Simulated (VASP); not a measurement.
SnSe2: single point with r2SCAN

The system is SnSe2.

```
CELL_PARAMETERS angstrom
3.84807 0.00000 0.00000
-1.92403 3.33253 0.00000
0.00000 0.00000 6.53827
ATOMIC_POSITIONS crystal
Sn 0.00000 0.00000 0.00000
Se 0.33333 0.66667 0.24003
Se 0.66667 0.33333 0.75997
```

```
Program                : VASP 6.6.1
Task                   : single point
Functional             : r2SCAN
Potentials or basis    : VASP PAW PBE potentials, release 64 (Sn_d, Se)
Cutoff                 : 520 eV
k mesh                 : 5 × 5 × 3
Occupations            : gaussian, width 0.1491 eV
Spin                   : no spin polarisation
Dipole correction      : no
Further INCAR settings : ALGO = Normal; EDIFF = 1e-06; NBANDS = 20
```

* Pressure: 0.0 GPa
* Largest force: 0.012 eV/Å
* Band gap on the k mesh: 1.16 eV, indirect (least direct gap 1.53 eV)

Forces on the atoms (eV/Å):
```
Sn   0.000  0.000  0.000
Se   0.000  0.000  0.012
Se   0.000  0.000 -0.012
```

Levels at points of the mesh, in eV from the valence-band top:
| k point | band 9 | band 10 | band 11 | band 12 | band 13 | band 14 | band 15 | band 16 | band 17 | band 18 |
| --- | --- | --- | --- | --- | --- | --- | --- | --- | --- | --- |
| (0.00, 0.00, 0.00) | -0.52 | -0.52 | -0.23 | -0.17 | -0.17 | 1.52 | 3.61 | 5.07 | 5.07 | 8.37 |

It took 48 s on 1 thread of Intel(R) Xeon(R) 6975P-C (Granite Rapids), with other jobs on the host, peak memory 0.22 GiB.

Caveat: the PAW data sets were made with another functional, which shifts forces and pressure a little; spin-orbit coupling is left out, which moves the levels of the heavy elements. A k mesh can miss the band edges.
